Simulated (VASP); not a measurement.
# AlN in VASP: a series of runs, part 3 of 3

VASP 6.6.1. Earlier steps stand in the parts before.

## (6) Single point, PBE (one atom moved)

File INCAR:

```
PREC = Accurate
ENCUT = 600
EDIFF = 1E-6
ISMEAR = 0
SIGMA = 0.02
LREAL = False
LASPH = True
NELM = 120
ALGO = Normal
ISIF = 2
LWAVE = False
LCHARG = False
GGA = PE
NBANDS = 11
GGA_COMPAT = False
```

File KPOINTS:

```
Automatic mesh
0
Gamma
  10 10 10
```

File POSCAR:

```
AlN
1.0
    0.0000000000      2.0345180000      2.0345180000
    2.0345180000      0.0000000000      2.0345180000
    2.0345180000      2.0345180000      0.0000000000
Al N
1 1
Direct
    0.5552956523      0.5552956523      0.4447043477
    0.0000000000      0.0000000000      0.0000000000
```

Potentials or basis: VASP PAW PBE potentials, release 64 (Al, N).

Command:

```sh
cat potpaw_PBE.64/Al/POTCAR potpaw_PBE.64/N/POTCAR > POTCAR
mpirun -np 1 vasp_std > vasp.out
```

OUTCAR:

```text
PREC = Accurate
   ENCUT = 600
   EDIFF = 1E-6
   ISMEAR = 0
   LREAL = False
   LASPH = True
   NELM = 120
   ISIF = 2
   GGA = PE

 ion  position               nearest neighbor table
   1  0.555  0.555  0.445-   2 1.81   2 2.05   2 2.05   2 2.05   2 2.05   2 2.26
   2  0.000  0.000  0.000-   1 1.81   1 2.05   1 2.05   1 2.05   1 2.05   1 2.26

  LATTYP: Found a face centered cubic cell.
 ALAT       =     4.0690360000

  Lattice vectors:

 A1 = (   0.0000000000,   2.0345180000,   2.0345180000)
 A2 = (   2.0345180000,   0.0000000000,   2.0345180000)
 A3 = (   2.0345180000,   2.0345180000,   0.0000000000)

Analysis of symmetry for initial positions (statically):
=====================================================================
 Subroutine PRICEL returns:
 Original cell was already a primitive cell.

 Routine SETGRP: Setting up the symmetry group for a
 face centered cubic supercell.

 Subroutine GETGRP returns: Found  8 space group operations
 (whereof  8 operations were pure point group operations)
 out of a pool of 48 trial point group operations.

The static configuration has the point symmetry C_4v.

Analysis of symmetry for dynamics (positions and initial velocities):
=====================================================================
 Subroutine PRICEL returns:
 Original cell was already a primitive cell.

 Routine SETGRP: Setting up the symmetry group for a
 face centered cubic supercell.

 Subroutine GETGRP returns: Found  8 space group operations
 (whereof  8 operations were pure point group operations)
 out of a pool of 48 trial point group operations.

The dynamic configuration has the point symmetry C_4v.

 Subroutine INISYM returns: Found  8 space group operations
 (whereof  8 operations are pure point group operations),
 and found     1 'primitive' translations

----------------------------------------------------------------------------------------

                                     Primitive cell

  volume of cell :      16.8428

  direct lattice vectors                    reciprocal lattice vectors
     0.000000000  2.034518000  2.034518000    -0.245758455  0.245758455  0.245758455
[... 117 lines left out ...]
 non-spin polarized calculation
 Gauss-broadening in eV      SIGMA  =   0.02
  energy-cutoff  :      600.00
  volume of cell :       16.84
 maximum number of plane-waves:       588
   NGX = 11   NGY = 11   NGZ = 11

 number of electron       7.9999999 magnetization

 Free energy of the ion-electron system (eV)
  ---------------------------------------------------
  ext. energy  EPLUGINS =         0.00000000
  ---------------------------------------------------
  free energy    TOTEN  =       -14.34331326 eV

  energy without entropy =      -14.34331326  energy(sigma->0) =      -14.34331326

 E-fermi :   9.7529     XC(G=0): -12.1739

 val. band max:        9.6615293527   @ k =   0.0000   0.0000   0.0000
 cond. band min:      13.9511574205   @ k =   0.0000   0.5000   0.5000
 fundamental gap:      4.2896280679
 Fermi energy:         9.7529206830

 k-point     1 :       0.0000    0.0000    0.0000
  band No.  band energies     occupation
      1      -7.6938      2.00000
      2       9.4567      2.00000
      3       9.6615      2.00000
      4       9.6615      2.00000
      5      14.9774      0.00000
      6      21.9205      0.00000
      7      21.9465      0.00000
      8      21.9465      0.00000
      9      26.7566      0.00000
     10      27.3946      0.00000
     11      27.4102      0.00000
[... 309 lines left out ...]
 k-point    24 :       0.0000   -0.1000    0.1000
  band No.  band energies     occupation
      1      -7.1672      2.00000
      2       7.5419      2.00000
      3       8.8885      2.00000
      4       9.4845      2.00000
      5      16.3340      0.00000
      6      20.0209      0.00000
      7      22.1807      0.00000
      8      22.7511      0.00000
      9      24.2950      0.00000
     10      26.2449      0.00000
     11      28.3955      0.00000

 [... further k-points ...]

------------------------ aborting loop because EDIFF is reached ----------------------------------------

  FORCE on cell =-STRESS in cart. coord.  units (eV):
  Direction    XX          YY          ZZ          XY          YZ          ZX
  --------------------------------------------------------------------------------------
  -------------------------------------------------------------------------------------
  Total       -0.1938775     -0.1938775      2.9875725      0.0000000     -0.0000000      0.0000000
  in kB      -18.4426489    -18.4426489    284.1936913      0.0000000     -0.0000000      0.0000000
  external PRESSURE =      82.4361312 kB  Pullay stress =       0.0000000 kB

 VOLUME and BASIS-vectors are now :
 -----------------------------------------------------------------------------
  energy-cutoff  :      600.00
  volume of cell :       16.84
      direct lattice vectors                 reciprocal lattice vectors
     0.000000000  2.034518000  2.034518000    -0.245758455  0.245758455  0.245758455
     2.034518000  0.000000000  2.034518000     0.245758455 -0.245758455  0.245758455
     2.034518000  2.034518000  0.000000000     0.245758455  0.245758455 -0.245758455

 POSITION                                       TOTAL-FORCE (eV/Angst)
 -----------------------------------------------------------------------------------
      2.03452      2.03452      2.25952         0.000000      0.000000     -2.161262
      0.00000      0.00000      0.00000         0.000000      0.000000      2.161262
 -----------------------------------------------------------------------------------
    total drift:                                0.000000      0.000000      0.000077

  FREE ENERGIE OF THE ION-ELECTRON SYSTEM (eV)
  ---------------------------------------------------
  free  energy   TOTEN  =       -14.3433132602 eV

  energy  without entropy=      -14.3433132602  energy(sigma->0) =      -14.34331326
```

OSZICAR:

```text
N       E                     dE             d eps       ncg     rms          rms(c)
DAV:   1     0.110974588886E+02    0.11097E+02   -0.43564E+03  2244   0.750E+02
DAV:   2    -0.153818866749E+02   -0.26479E+02   -0.24806E+02  2747   0.145E+02
DAV:   3    -0.162206200765E+02   -0.83873E+00   -0.83698E+00  2796   0.230E+01
DAV:   4    -0.162235015882E+02   -0.28815E-02   -0.28813E-02  2528   0.143E+00
DAV:   5    -0.162235243848E+02   -0.22797E-04   -0.22797E-04  2728   0.134E-01    0.784E+00
DAV:   6    -0.143691254813E+02    0.18544E+01   -0.81309E+00  2642   0.158E+01    0.271E+00
DAV:   7    -0.143509613281E+02    0.18164E-01   -0.19850E-01  2595   0.328E+00    0.182E+00
DAV:   8    -0.143437060435E+02    0.72553E-02   -0.21164E-02  2451   0.132E+00    0.311E-01
DAV:   9    -0.143432695253E+02    0.43652E-03   -0.23804E-03  2607   0.331E-01    0.147E-01
DAV:  10    -0.143433117484E+02   -0.42223E-04   -0.24710E-04  2514   0.116E-01    0.244E-02
DAV:  11    -0.143433126741E+02   -0.92572E-06   -0.35697E-05  2631   0.447E-02    0.180E-02
DAV:  12    -0.143433132602E+02   -0.58614E-06   -0.23461E-06  2129   0.115E-02
   1 F= -.14343313E+02 E0= -.14343313E+02  d E =-.192738E-13
```

stdout:

```text
POSCAR found type information on POSCAR AlN
 POSCAR found :  2 types and       2 ions
 scaLAPACK will be used
 LDA part: xc-table for (Slater+PW92), standard interpolation
 POSCAR, INCAR and KPOINTS ok, starting setup
 FFT: planning ... GRIDC
 FFT: planning ... GRID_SOFT
 FFT: planning ... GRID
 WAVECAR not read
 entering main loop
```

Run time: 34 s. Hardware: 1 thread of AMD EPYC 7R13, shared host; peak memory 0.12 GiB.

Results:

```
Free energy            : -14.3433 eV
Pressure               : 8.2 GPa
Largest force          : 2.161 eV/Å
Band gap on the k mesh : 4.29 eV, indirect (least direct gap 5.32 eV)
```

Forces in eV/Å, atoms in the order of the input:
```
Al   0.000  0.000 -2.161
N    0.000  0.000  2.161
```

Levels at points of the mesh, in eV from the valence-band top:
```csv
k point,band 2,band 3,band 4,band 5,band 6,band 7
"(0.00, 0.00, 0.00)",-0.20,0.00,0.00,5.32,12.26,12.29
"(0.50, 0.00, 0.00)",-8.13,-1.08,-0.99,6.01,10.66,10.90
"(0.50, 0.50, 0.00)",-7.14,-2.70,-2.70,4.33,5.39,13.67
"(0.00, 0.50, 0.50)",-7.20,-2.74,-2.73,4.29,5.41,13.88
```

Caveat: the cell differs from its parent crystal (one atom moved); forces of over 1 eV/Å act on the atoms, so gaps and moduli don't describe the material at rest.

## (7) Overview

```tsv
cell	cutoff (eV)	gap on the mesh (eV)	pressure (GPa)	largest force (eV/Å)
a = 2.877 Å, angles 60.0°, 2 atoms	520	4.36	3.6	1.14
a = 2.987, b = 3.031, c = 3.031 Å, angles 59.1, 60.5, 60.5°, 2 atoms	520	3.11	-22.5	0.50
a = 2.877 Å, angles 60.0°, 2 atoms	600	4.29	8.2	2.16
```

Some of these runs hold the atoms at other places in the same cell, which the table doesn't show; runs alike in all that it shows share one row.

Alike in all rows: task single point; level PBE; potentials or basis VASP PAW PBE potentials, release 64 (Al, N); no spin polarisation; k mesh 10 × 10 × 10; smearing gaussian 0.02 eV.

Caveats: forces of over 1 eV/Å act on the atoms, so gaps and moduli don't describe the material at rest (some runs).

Total energies depend on the potentials used, so only differences within one code and one set of settings carry meaning.
